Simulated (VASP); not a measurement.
# B2P3 (P6/mmm) in VASP: single point with PBE

Aim: the single point of B2P3 with PBE.

All numbers are computed with VASP 6.6.1; they aren't measurements. Logs are shortened: lines on timing, memory, paths and dates and some standing lists are left out, and cuts for length are marked.

### 1 The cell of the first run

Symmetry: P6/mmm, No. 191, hexagonal system. Conventional cell: a = 5.087 Å, b = 5.087 Å, c = 3.089 Å, α = 90.00°, β = 90.00°, γ = 120.00°. Within 2.1 Å of B (site symmetry 6/mmm) lie 2 B at 1.54 Å. Within 2.1 Å of B (site symmetry 6/mmm) lie 2 B at 1.54 Å. P (site symmetry mmm) has 6 B at 2.54 to 2.98 Å and 6 P at 2.54 to 3.09 Å within 3.4 Å.

### 2 Single point, PBE

Contents of POSCAR:

```
B2P3
1.0
    5.0866994698      0.0000000000      0.0000000000
   -2.5433497349      4.4052109623      0.0000000000
    0.0000000000      0.0000000000      3.0890044919
B P
2 3
Direct
    0.0000000000      0.0000000000      0.5000000000
    0.0000000000      0.0000000000      0.0000000000
    0.5000000000      0.0000000000      0.5000000000
    0.0000000000      0.5000000000      0.5000000000
    0.5000000000      0.5000000000      0.5000000000
```

Contents of INCAR.step1:

```
ALGO = Normal
EDIFF = 1E-6
ENCUT = 520
GGA = PE
ISIF = 2
ISMEAR = 0
LASPH = T
LCHARG = T
LREAL = F
LWAVE = F
NBANDS = 18
NELM = 60
PREC = Accurate
SIGMA = 0.1
```

Contents of KPOINTS.step1:

```
k-points
0
Gamma
  12 12 12
```

Contents of INCAR.step2:

```
ALGO = Normal
EDIFF = 1E-6
ENCUT = 520
GGA = PE
ICHARG = 11
ISIF = 2
ISMEAR = -5
LASPH = T
LCHARG = F
LORBIT = 10
LREAL = F
LWAVE = F
NBANDS = 18
NEDOS = 2001
NELM = 60
PREC = Accurate
SIGMA = 0.1
```

Contents of KPOINTS.step2:

```
k-points
0
Gamma
  18 18 18
```

Potentials or basis: VASP PAW PBE potentials, release 64 (B, P).

Launch:

```bash
cat potpaw_PBE.64/B/POTCAR potpaw_PBE.64/P/POTCAR > POTCAR
cp INCAR.step1 INCAR
cp KPOINTS.step1 KPOINTS
mpirun -np 1 vasp_std > vasp.out
cp INCAR.step2 INCAR
cp KPOINTS.step2 KPOINTS
mpirun -np 1 vasp_std > vasp.out
```

OUTCAR:

```text
EDIFF = 1E-6
   ENCUT = 520
   GGA = PE
   ICHARG = 11
   ISIF = 2
   ISMEAR = -5
   LASPH = T
   LORBIT = 10
   LREAL = F
   NELM = 60
   PREC = Accurate

 ion  position               nearest neighbor table
   1  0.000  0.000  0.500-   2 1.54   2 1.54   3 2.54   3 2.54   4 2.54   4 2.54   5 2.54   5 2.54

   2  0.000  0.000  0.000-   1 1.54   1 1.54
   3  0.500  0.000  0.500-   1 2.54   1 2.54   5 2.54   5 2.54   4 2.54   4 2.54
   4  0.000  0.500  0.500-   5 2.54   5 2.54   1 2.54   1 2.54   3 2.54   3 2.54
   5  0.500  0.500  0.500-   4 2.54   4 2.54   1 2.54   3 2.54   3 2.54   1 2.54

  LATTYP: Found a hexagonal cell.
 ALAT       =     5.0866994698
 C/A-ratio  =     0.6072708856

  Lattice vectors:

 A1 = (   5.0866994698,   0.0000000000,   0.0000000000)
 A2 = (  -2.5433497349,   4.4052109623,   0.0000000000)
 A3 = (   0.0000000000,   0.0000000000,   3.0890044919)

Analysis of symmetry for initial positions (statically):
=====================================================================
 Subroutine PRICEL returns:
 Original cell was already a primitive cell.

 Routine SETGRP: Setting up the symmetry group for a
 hexagonal supercell.

 Subroutine GETGRP returns: Found 24 space group operations
 (whereof 24 operations were pure point group operations)
 out of a pool of 24 trial point group operations.

The static configuration has the point symmetry D_6h.

Analysis of symmetry for dynamics (positions and initial velocities):
=====================================================================
 Subroutine PRICEL returns:
 Original cell was already a primitive cell.

 Routine SETGRP: Setting up the symmetry group for a
 hexagonal supercell.

 Subroutine GETGRP returns: Found 24 space group operations
 (whereof 24 operations were pure point group operations)
 out of a pool of 24 trial point group operations.

The dynamic configuration has the point symmetry D_6h.

 Subroutine INISYM returns: Found 24 space group operations
 (whereof 24 operations are pure point group operations),
 and found     1 'primitive' translations

----------------------------------------------------------------------------------------

                                     Primitive cell

  volume of cell :      69.2184

  direct lattice vectors                    reciprocal lattice vectors
     5.086699470  0.000000000  0.000000000     0.196591131  0.113501942  0.000000000
    -2.543349735  4.405210962  0.000000000     0.000000000  0.227003884  0.000000000
     0.000000000  0.000000000  3.089004492     0.000000000  0.000000000  0.323728891

  length of vectors
     5.086699470  5.086699470  3.089004492     0.227003884  0.227003884  0.323728891

  position of ions in fractional coordinates (direct lattice)
     0.000000000  0.000000000  0.500000000
     0.000000000  0.000000000  0.000000000
     0.500000000  0.000000000  0.500000000
     0.000000000  0.500000000  0.500000000
     0.500000000  0.500000000  0.500000000

  ion indices of the primitive-cell ions
   primitive index   ion index
                 1           1
                 2           2
                 3           3
                 4           4
                 5           5

----------------------------------------------------------------------------------------

 KPOINTS: k-points

Automatic generation of k-mesh.
 Grid dimensions read from file:
 generate k-points for:   18   18   18

 Generating k-lattice:

  Cartesian coordinates                     Fractional coordinates (reciprocal lattice)
     0.010921729  0.006305663  0.000000000     0.055555556  0.000000000  0.000000000
     0.000000000  0.012611327  0.000000000     0.000000000  0.055555556  0.000000000
     0.000000000  0.000000000  0.017984938     0.000000000  0.000000000  0.055555556

  Length of vectors
     0.012611327  0.012611327  0.017984938

  Shift w.r.t. Gamma in fractional coordinates (k-lattice)
     0.000000000  0.000000000  0.000000000

 TETIRR: Found   5931 inequivalent tetrahedra from    34992

 Subroutine IBZKPT returns following result:
 ===========================================

 Found    370 irreducible k-points:

 Following reciprocal coordinates:
            Coordinates               Weight
  0.000000  0.000000  0.000000      1.000000
  0.055556  0.000000  0.000000      6.000000
  0.111111  0.000000  0.000000      6.000000
  0.166667  0.000000  0.000000      6.000000
  0.222222  0.000000  0.000000      6.000000
  0.277778  0.000000  0.000000      6.000000
[... 16 lines left out ...]
  0.333333  0.111111  0.000000     12.000000
  0.388889  0.111111  0.000000     12.000000
 [... further k-points ...]
   k-points           NKPTS =    370   k-points in BZ     NKDIM =    370   number of bands    NBANDS=     18
   number of dos      NEDOS =   2001   number of ions     NIONS =      5
   total plane-waves  NPLWV =  38400
   dimension x,y,z NGX =    40 NGY =   40 NGZ =   24
   dimension x,y,z NGXF=    80 NGYF=   80 NGZF=   48
   ions per type =               2   3
   NGX,Y,Z   is equivalent  to a cutoff of  13.07, 13.07, 12.92 a.u.
   NGXF,Y,Z  is equivalent  to a cutoff of  26.15, 26.15, 25.83 a.u.
 SYSTEM =  unknown system
   PREC   = accura    normal or accurate (medium, high low for compatibility)
   ISTART =      0    job   : 0-new  1-cont  2-samecut
   ICHARG =     11    charge: 1-file 2-atom 10-const
   ISPIN  =      1    spin polarized calculation?
   LNONCOLLINEAR =      F non collinear calculations
   LSORBIT =      F    spin-orbit coupling
   LASPH  =      T    aspherical Exc in radial PAW
   ENCUT  =  520.0 eV  38.22 Ry    6.18 a.u.   9.46  9.46  5.74*2*pi/ulx,y,z
   NELM   =     60;   NELMIN=  2; NELMDL=  0     # of ELM steps
   EDIFF  = 0.1E-05   stopping-criterion for ELM
   LREAL  =      F    real-space projection
   EDIFFG = 0.1E-04   stopping-criterion for IOM
   NSW    =      0    number of steps for IOM
   IBRION =     -1    ionic relax: 0-MD 1-quasi-New 2-CG
   NFREE  =      0    steps in history (QN), initial steepest desc. (CG)
   ISIF   =      2    stress and relaxation
   ISYM   =      2    0-nonsym 1-usesym 2-fastsym
   POTIM  = 0.5000    time-step for ionic-motion
   TEBEG  =    0.0;   TEEND  =   0.0 temperature during run
   PSTRESS=    0.0 pullay stress
   NELECT =      21.0000    total number of electrons
   NUPDOWN=      -1.0000    fix difference up-down
   EMIN   =  10.00;   EMAX   =-10.00  energy-range for DOS
   EFERMI =   0.00;   METHOD = LEGACY
   ISMEAR =    -5;   SIGMA  =   0.10  broadening in eV -4-tet -1-fermi 0-gaus
   EFERMI_NEDOS =   21; number of points for ismear=-14 and -15
   IALGO  =     38    algorithm
   IMIX   =      4    mixing-type and parameters
     AMIX     =   0.40;   BMIX     =  1.00
     AMIX_MAG =   1.60;   BMIX_MAG =  1.00
  volume/ion in A,a.u.               =      13.84        93.42
  Fermi-wavevector in a.u.,A,eV,Ry     =   1.100037  2.078769 16.464172  1.210082
  Thomas-Fermi vector in A             =   2.236442
   LORBIT       =     10    0 simple, 1 ext, 2 COOP (PROOUT), +10 PAW based schemes
   GGA     = PE    functional components
   LHFCALC =     F    Hartree Fock is set to
   AEXX    =    0.0000 exact exchange contribution
   IVDW    =     0    specifies the selected vdW correction
   LEPSILON=     F    determine dielectric tensor
   LRPA    =     F    only Hartree local field effects (RPA)
 non-spin polarized calculation
 Fermi weights with tetrahedron method with Bloechl corrections
  energy-cutoff  :      520.00
  volume of cell :       69.22
 maximum number of plane-waves:      1890
 NGX is ok and might be reduce to    40

 number of electron      21.0000001 magnetization

 Free energy of the ion-electron system (eV)
  ---------------------------------------------------
  ext. energy  EPLUGINS =         0.00000000
  ---------------------------------------------------
  free energy    TOTEN  =       -24.81560636 eV

  energy without entropy =      -24.81560636  energy(sigma->0) =      -24.81560636

 E-fermi :   6.7346     XC(G=0): -10.6798

 val. band max:        6.8666813176   @ k =   0.3333   0.3333   0.1667
 cond. band min:       6.6635525238   @ k =   0.3333   0.3333   0.0000
 fundamental gap:     -0.2031287938
 Fermi energy:         6.7345851247

 k-point     1 :       0.0000    0.0000    0.0000
  band No.  band energies     occupation
      1      -8.1279      2.00000
      2      -1.9775      2.00000
      3      -1.9775      2.00000
      4      -1.8436      2.00000
      5      -0.5021      2.00000
      6      -0.2251      2.00000
[... 10 lines left out ...]
     17      13.7161      0.00000
     18      13.7973      0.00000

 k-point     2 :       0.0556    0.0000    0.0000
  band No.  band energies     occupation
      1      -8.1064      2.00000
      2      -2.2356      2.00000
      3      -2.0396      2.00000
      4      -1.9287      2.00000
      5      -0.3389      2.00000
      6      -0.1226      2.00000
[... 10 lines left out ...]
     17      13.5952      0.00000
     18      14.0129      0.00000

 k-point     3 :       0.1111    0.0000    0.0000
  band No.  band energies     occupation
      1      -8.0419      2.00000
      2      -2.7767      2.00000
      3      -2.1912      2.00000
      4      -2.0884      2.00000
      5      -0.0400      2.00000
      6       0.1499      2.00000
[... 412 lines left out ...]
 k-point    23 :       0.3333    0.1111    0.0000
  band No.  band energies     occupation
      1      -7.0270      2.00000
      2      -5.4382      2.00000
      3      -3.8968      2.00000
      4      -1.8052      2.00000
      5       1.5655      2.00000
      6       2.4610      2.00000
[... 10 lines left out ...]
     17      11.9311      0.00000
     18      13.0397      0.00000

 k-point    24 :       0.3889    0.1111    0.0000
  band No.  band energies     occupation
      1      -6.7316      2.00000
      2      -5.8555      2.00000
      3      -3.9588      2.00000
      4      -1.8454      2.00000
      5       2.0854      2.00000
      6       2.4717      2.00000
[... 10 lines left out ...]
     17      12.0311      0.00000
     18      12.6576      0.00000

 [... further k-points ...]

------------------------ aborting loop because EDIFF is reached ----------------------------------------

  FORCE on cell =-STRESS in cart. coord.  units (eV):
  Direction    XX          YY          ZZ          XY          YZ          ZX
  --------------------------------------------------------------------------------------
  -------------------------------------------------------------------------------------
  Total        0.0689245      0.0689245     -0.4309389     -0.0000000      0.0000000      0.0000000
  in kB        1.5953762      1.5953762     -9.9748165     -0.0000000      0.0000000      0.0000000
  external PRESSURE =      -2.2613547 kB  Pullay stress =       0.0000000 kB

 VOLUME and BASIS-vectors are now :
 -----------------------------------------------------------------------------
  energy-cutoff  :      520.00
  volume of cell :       69.22
      direct lattice vectors                 reciprocal lattice vectors
     5.086699470  0.000000000  0.000000000     0.196591131  0.113501942  0.000000000
    -2.543349735  4.405210962  0.000000000     0.000000000  0.227003884  0.000000000
     0.000000000  0.000000000  3.089004492     0.000000000  0.000000000  0.323728891

 POSITION                                       TOTAL-FORCE (eV/Angst)
 -----------------------------------------------------------------------------------
      0.00000      0.00000      1.54450        -0.000000      0.000000      0.000000
      0.00000      0.00000      0.00000         0.000000      0.000000      0.000000
      2.54335      0.00000      1.54450         0.000000      0.000000      0.000000
     -1.27167      2.20261      1.54450        -0.000000      0.000000      0.000000
      1.27167      2.20261      1.54450         0.000000      0.000000      0.000000
 -----------------------------------------------------------------------------------
    total drift:                               -0.000000      0.000000     -0.000000

  FREE ENERGIE OF THE ION-ELECTRON SYSTEM (eV)
  ---------------------------------------------------
  free  energy   TOTEN  =       -24.8156063636 eV

  energy  without entropy=      -24.8156063636  energy(sigma->0) =      -24.81560636

 total charge

# of ion       s       p       d       tot
------------------------------------------
    1        0.790   1.215   0.000   2.005
    2        0.814   1.086   0.000   1.901
    3        1.156   1.168   0.000   2.324
    4        1.156   1.168   0.000   2.324
    5        1.156   1.168   0.000   2.324
--------------------------------------------------
tot          5.072   5.806   0.000  10.879
```

It took 5.3 min on 1 thread of Intel Xeon Platinum 8259CL at 2.50GHz (Skylake/Cascade Lake), shared host; peak memory 0.46 GiB.

Results:

| Quantity | Value |
| --- | --- |
| Valence electrons inside the program's atomic spheres | B 2.00, 1.90; P 2.32 |

Caveat: tetrahedron occupations give inexact forces and stress in metals.
